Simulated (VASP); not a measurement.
# Lu (Im-3m) in VASP: single point with PBE

Aim: the single point of Lu with PBE.

All numbers are computed with VASP 6.6.1; they aren't measurements. Logs are shortened: lines on timing, memory, paths and dates and some standing lists are left out, and cuts for length are marked.

**1. The cell of the first run**

The structure is cubic, space group Im-3m (No. 229). The conventional cell has a = 3.903 Å, b = 3.903 Å, c = 3.903 Å, α = 90.00°, β = 90.00°, γ = 90.00°. Lu (site symmetry m-3m) has 14 Lu at 3.38 to 3.90 Å within 4.4 Å.

**2. Single point, PBE**

File INCAR:

```
SYSTEM = Lu
  PREC = Accurate
  ENCUT = 520
  EDIFF = 1E-6
  ISMEAR = -1
  SIGMA = 0.13605693000000002
  LREAL = .False.
  LASPH = .True.
  NELM = 80
  ALGO = Normal
  ISIF = 2
  LWAVE = .False.
  LCHARG = .False.
  GGA = PE
  NBANDS = 18
```

File KPOINTS:

```
Automatic mesh
0
Gamma
  12 12 12
  0 0 0
```

File POSCAR:

```
Lu
1.0
   -1.9515000511      1.9515000511      1.9515000511
    1.9515000511     -1.9515000511      1.9515000511
    1.9515000511      1.9515000511     -1.9515000511
Lu
1
Direct
    0.0000000000      0.0000000000      0.0000000000
```

Potentials or basis: VASP PAW PBE potentials, release 64 (Lu).

Launch:

```
cat potpaw_PBE.64/Lu/POTCAR > POTCAR
mpirun -np 1 vasp_std > vasp.out
```

OUTCAR:

```text
SYSTEM = Lu
   PREC = Accurate
   ENCUT = 520
   EDIFF = 1E-6
   ISMEAR = -1
   LREAL = .False.
   LASPH = .True.
   NELM = 80
   ISIF = 2
   GGA = PE

 ion  position               nearest neighbor table
   1  0.000  0.000  0.000-

  LATTYP: Found a body centered cubic cell.
 ALAT       =     3.9030001022

  Lattice vectors:

 A1 = (  -1.9515000511,   1.9515000511,   1.9515000511)
 A2 = (   1.9515000511,  -1.9515000511,   1.9515000511)
 A3 = (   1.9515000511,   1.9515000511,  -1.9515000511)

Analysis of symmetry for initial positions (statically):
=====================================================================
 Subroutine PRICEL returns:
 Original cell was already a primitive cell.

 Routine SETGRP: Setting up the symmetry group for a
 body centered cubic supercell.

 Subroutine GETGRP returns: Found 48 space group operations
 (whereof 48 operations were pure point group operations)
 out of a pool of 48 trial point group operations.

The static configuration has the point symmetry O_h .

Analysis of symmetry for dynamics (positions and initial velocities):
=====================================================================
 Subroutine PRICEL returns:
 Original cell was already a primitive cell.

 Routine SETGRP: Setting up the symmetry group for a
 body centered cubic supercell.

 Subroutine GETGRP returns: Found 48 space group operations
 (whereof 48 operations were pure point group operations)
 out of a pool of 48 trial point group operations.

The dynamic configuration has the point symmetry O_h .

 Subroutine INISYM returns: Found 48 space group operations
 (whereof 48 operations are pure point group operations),
 and found     1 'primitive' translations

----------------------------------------------------------------------------------------

                                     Primitive cell

  volume of cell :      29.7280

  direct lattice vectors                    reciprocal lattice vectors
    -1.951500051  1.951500051  1.951500051     0.000000000  0.256213163  0.256213163
     1.951500051 -1.951500051  1.951500051     0.256213163  0.000000000  0.256213163
     1.951500051  1.951500051 -1.951500051     0.256213163  0.256213163  0.000000000

  length of vectors
[... 72 lines left out ...]
   ISTART =      0    job   : 0-new  1-cont  2-samecut
   ICHARG =      2    charge: 1-file 2-atom 10-const
   ISPIN  =      1    spin polarized calculation?
   LNONCOLLINEAR =      F non collinear calculations
   LSORBIT =      F    spin-orbit coupling
   LASPH  =      T    aspherical Exc in radial PAW
   ENCUT  =  520.0 eV  38.22 Ry    6.18 a.u.   6.28  6.28  6.28*2*pi/ulx,y,z
   NELM   =     80;   NELMIN=  2; NELMDL= -5     # of ELM steps
   EDIFF  = 0.1E-05   stopping-criterion for ELM
   LREAL  =      F    real-space projection
   EDIFFG = 0.1E-04   stopping-criterion for IOM
   NSW    =      0    number of steps for IOM
   IBRION =     -1    ionic relax: 0-MD 1-quasi-New 2-CG
   NFREE  =      0    steps in history (QN), initial steepest desc. (CG)
   ISIF   =      2    stress and relaxation
   ISYM   =      2    0-nonsym 1-usesym 2-fastsym
   POTIM  = 0.5000    time-step for ionic-motion
   TEBEG  =    0.0;   TEEND  =   0.0 temperature during run
   PSTRESS=    0.0 pullay stress
   NELECT =      25.0000    total number of electrons
   NUPDOWN=      -1.0000    fix difference up-down
   EMIN   =  10.00;   EMAX   =-10.00  energy-range for DOS
   EFERMI =   0.00;   METHOD = LEGACY
   ISMEAR =    -1;   SIGMA  =   0.14  broadening in eV -4-tet -1-fermi 0-gaus
   EFERMI_NEDOS =   21; number of points for ismear=-14 and -15
   IALGO  =     38    algorithm
   IMIX   =      4    mixing-type and parameters
     AMIX     =   0.40;   BMIX     =  1.00
     AMIX_MAG =   1.60;   BMIX_MAG =  1.00
  volume/ion in A,a.u.               =      29.73       200.61
  Fermi-wavevector in a.u.,A,eV,Ry     =   1.545253  2.920105 32.488085  2.387807
  Thomas-Fermi vector in A             =   2.650658
   LORBIT       =      0    0 simple, 1 ext, 2 COOP (PROOUT), +10 PAW based schemes
   GGA     = PE    functional components
   LHFCALC =     F    Hartree Fock is set to
   AEXX    =    0.0000 exact exchange contribution
   IVDW    =     0    specifies the selected vdW correction
   LEPSILON=     F    determine dielectric tensor
   LRPA    =     F    only Hartree local field effects (RPA)
 non-spin polarized calculation
  energy-cutoff  :      520.00
  volume of cell :       29.73
 maximum number of plane-waves:       814
 NGX is ok and might be reduce to    28
   NGX = 13   NGY = 13   NGZ = 13

 number of electron      24.9999995 magnetization

 Free energy of the ion-electron system (eV)
  ---------------------------------------------------
  ext. energy  EPLUGINS =         0.00000000
  ---------------------------------------------------
  free energy    TOTEN  =        -4.44645748 eV

  energy without entropy =       -4.32336640  energy(sigma->0) =       -4.38491194

 E-fermi :   2.2800     XC(G=0): -10.5743

 val. band max:        2.2226891535   @ k =   0.2500   0.1667   0.1667
 cond. band min:       2.2816090670   @ k =  -0.3333   0.3333   0.2500
 fundamental gap:      0.0589199135
 Fermi energy:         2.2799647529

 k-point     1 :       0.0000    0.0000    0.0000
  band No.  band energies     occupation
      1     -54.1457      2.00000
      2     -24.5759      2.00000
      3     -24.5759      2.00000
      4     -24.5759      2.00000
      5      -3.8119      2.00000
      6      -2.8972      2.00000
[... 481 lines left out ...]
      5      -2.8799      2.00000
      6      -2.8795      2.00000
[... 10 lines left out ...]
     17       9.5253      0.00000
     18       9.7370      0.00000

 [... further k-points ...]

------------------------ aborting loop because EDIFF is reached ----------------------------------------

  FORCE on cell =-STRESS in cart. coord.  units (eV):
  Direction    XX          YY          ZZ          XY          YZ          ZX
  --------------------------------------------------------------------------------------
  -------------------------------------------------------------------------------------
  Total        0.0280089      0.0280089      0.0280089      0.0000000      0.0000000      0.0000000
  in kB        1.5095249      1.5095249      1.5095249      0.0000000      0.0000000      0.0000000
  external PRESSURE =       1.5095249 kB  Pullay stress =       0.0000000 kB

 VOLUME and BASIS-vectors are now :
 -----------------------------------------------------------------------------
  energy-cutoff  :      520.00
  volume of cell :       29.73
      direct lattice vectors                 reciprocal lattice vectors
    -1.951500051  1.951500051  1.951500051     0.000000000  0.256213163  0.256213163
     1.951500051 -1.951500051  1.951500051     0.256213163  0.000000000  0.256213163
     1.951500051  1.951500051 -1.951500051     0.256213163  0.256213163  0.000000000

 POSITION                                       TOTAL-FORCE (eV/Angst)
 -----------------------------------------------------------------------------------
      0.00000      0.00000      0.00000        -0.000000      0.000000     -0.000000
 -----------------------------------------------------------------------------------
    total drift:                               -0.000000     -0.000000     -0.000000

  FREE ENERGIE OF THE ION-ELECTRON SYSTEM (eV)
  ---------------------------------------------------
  free  energy   TOTEN  =        -4.4464574801 eV

  energy  without entropy=       -4.3233663992  energy(sigma->0) =       -4.38491194
```

It took 24 s on 1 thread of Intel Xeon Platinum 8488C (Sapphire Rapids), shared host; peak memory 0.19 GiB.

Results:

| Item | Value |
| --- | --- |
| Free energy | -4.4465 eV |
| Pressure | 0.2 GPa |

Caveat: spin-orbit coupling is left out, which moves the levels of the heavy elements.
